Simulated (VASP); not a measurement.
Set up this calculation in VASP 6.6.1, as the native input.

- Task: single point
- Functional: r2SCAN
- Dispersion: D4
- Potentials or basis: VASP PAW PBE potentials, release 64 (Te, Sn_d)
- Cutoff: 520 eV
- k mesh: 7 × 7 × 7
- Occupations: fermi-dirac, width 0.05 eV
- Spin: no spin polarisation
- Dipole correction: no
- Further INCAR settings: ALGO = Normal; EDIFF = 1e-06; NBANDS = 17

The system is SnTe.

```xyz
2
Lattice="0.0000 3.5692 3.5692 3.5692 0.0000 3.5692 3.5692 3.5692 0.0000" Properties=species:S:1:pos:R:3 pbc="T T T"
Te    1.7846    1.7846    1.7846
Sn    0.0000    0.0000    0.0000
```

These files were run (other wordings do the same):

POSCAR

```
SnTe
1.0
    0.0000000000      3.5692168420      3.5692168420
    3.5692168420      0.0000000000      3.5692168420
    3.5692168420      3.5692168420      0.0000000000
Te Sn
1 1
Direct
    0.2500000000      0.2500000000      0.2500000000
    0.0000000000      0.0000000000      0.0000000000
```

INCAR.step1

```
  ALGO = Normal
  EDIFF = 1E-4
  ENCUT = 520
  GGA = PE
  ISMEAR = -1
  LASPH = T
  LCHARG = F
  LREAL = F
  LWAVE = T
  NBANDS = 17
  NELM = 100
  PREC = Accurate
  SIGMA = 0.05
```

INCAR.step2

```
  ALGO = Normal
  EDIFF = 1E-6
  ENCUT = 520
  ISIF = 2
  ISMEAR = -1
  ISTART = 1
  IVDW = 13
  LASPH = T
  LCHARG = F
  LMIXTAU = T
  LREAL = F
  LWAVE = F
  METAGGA = R2SCAN
  NBANDS = 17
  NELM = 100
  PREC = Accurate
  SIGMA = 0.05
  VDW_A1 = 0.51559235
  VDW_A2 = 5.77342911
  VDW_S6 = 1.0
  VDW_S8 = 0.6018749
```

KPOINTS

```
k-points
0
Gamma
  7 7 7
```

Potentials or basis: VASP PAW PBE potentials, release 64 (Te, Sn_d).

Command:

```bash
$ cat potpaw_PBE.64/Te/POTCAR potpaw_PBE.64/Sn_d/POTCAR > POTCAR
$ cp INCAR.step1 INCAR
$ mpirun -np 1 vasp_std > vasp.out
$ cp INCAR.step2 INCAR
$ mpirun -np 1 vasp_std > vasp.out
```

Results of the run:

The pressure is 0.0 GPa. The band gap on the k mesh is 0.31 eV (least direct gap 0.89 eV) and the dispersion energy per atom is -0.113 eV.

Caveat: semilocal functionals underestimate gaps, and a narrow one can read as zero; the PAW data sets were made with another functional, which shifts forces and pressure a little; spin-orbit coupling is left out, which moves the levels of the heavy elements; an odd mesh through Γ misses points on the zone boundary, where band edges can lie.

Wall time 75 s on 1 thread of AMD EPYC 9R45 96-Core Processor (Zen 5), on a shared host, peak memory 0.23 GiB.
